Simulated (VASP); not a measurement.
Set up this calculation in VASP 6.6.1, as the native input.

| Property | Result |
| --- | --- |
| Task | single point |
| Functional | PBE |
| Potentials or basis | VASP PAW PBE potentials, release 64 (Cu, O) |
| Cutoff | 520 eV |
| k mesh | 4 × 4 × 3 |
| Occupations | gaussian, width 0.05 eV |
| Spin | collinear spin |
| Starting moments | [1.0, 1.0, 1.0, 1.0, 0.0, 0.0, 0.0, 0.0] μB |
| Hubbard terms | Cu d U = 4.0 eV |
| Dipole correction | no |
| Further INCAR settings | ALGO = Normal; EDIFF = 1e-06; NBANDS = 48 |

The structure of CuO lies in POSCAR:

```
CuO
1.0
    4.1744183809      0.0000000000      0.3305692766
    0.0000000000      4.1521210885      0.0000000000
   -0.4124906359      0.0000000000      5.2015957572
Cu O
4 4
Direct
    0.2500000000      0.2500000000      0.0000000000
    0.2500000000     -0.2500000000      0.5000000000
    0.7500000000      0.7500000000      0.0000000000
    0.7500000000      0.2500000000      0.5000000000
    0.5000000000     -0.0000352668      0.2500000000
    0.5000000000      0.0000352668      0.7500000000
    1.0000000000      0.4999647332      0.2500000000
    1.0000000000      0.5000352668      0.7500000000
```

The input as run:

INCAR

```
PREC = Accurate ; ENCUT = 520
EDIFF = 1E-6 ; ISMEAR = 0
SIGMA = 0.05 ; LREAL = F
LASPH = T ; NELM = 150
ALGO = Normal ; ISIF = 2
LWAVE = F ; LCHARG = F
ISPIN = 2 ; MAGMOM = 1 1 1 1 0 0 0 0
LORBIT = 11 ; LMAXMIX = 4
LDAU = T ; LDAUTYPE = 2
LDAUL = 2 -1 ; LDAUU = 4 0
LDAUJ = 0 0 ; LDAUPRINT = 1
GGA = PE ; NBANDS = 48
```

KPOINTS

```
regular mesh
0
Gamma
  4 4 3
```

Potentials or basis: VASP PAW PBE potentials, release 64 (Cu, O).

Launch:

```bash
$ cat potpaw_PBE.64/Cu/POTCAR potpaw_PBE.64/O/POTCAR > POTCAR
$ mpirun -np 1 vasp_std > vasp.out
```

Results of the run:

* Pressure: -2.7 GPa
* Net moment: 3.91 μB per cell
* Site moments: Cu +0.63; O +0.31 μB
* Valence electrons inside the program's atomic spheres: Cu 9.88; O 4.97

Caveat: the k points lie up to 0.40 Å⁻¹ apart.

Run time: 2.9 min on 1 thread of Intel(R) Xeon(R) Platinum 8488C (Sapphire Rapids), with other jobs on the host, peak memory 0.29 GiB.
